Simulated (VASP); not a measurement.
Runs of VASP 6.6.1 on GaSb. The structure is that of space group F-43m (No. 216), or close to it. The cells are those of the table. 

```csv
cell,gap on the mesh (eV),pressure (GPa)
"a = 4.347, b = 4.347, c = 4.336 Å, angles 60.1, 60.1, 59.8°, 2 atoms",0.35,-0.2
"a = 4.358 Å, angles 60.0°, 2 atoms",0.28,-0.7
"a = 4.326, b = 4.326, c = 4.336 Å, angles 59.9, 59.9, 60.2°, 2 atoms",0.41,0.3
"a = 4.336 Å, angles 60.0°, 2 atoms",0.40,0.1
"a = 4.315 Å, angles 60.0°, 2 atoms",(a),(b)
```

Alike in all rows: task single point; level r2SCAN; potentials or basis VASP PAW PBE potentials, release 64 (Ga_d, Sb); no spin polarisation; k mesh 8 × 8 × 8; cutoff (eV) 520; smearing gaussian 0.01 eV.

Task: Estimate the missing entries.

Result: (a) 0.51; (b) 0.9.

Caveats: the PAW data sets were made with another functional, which shifts forces and pressure a little; spin-orbit coupling is left out, which moves the levels of the heavy elements.

A k mesh can miss the band edges, and the runs leave out spin-orbit coupling on Ga, Sb.
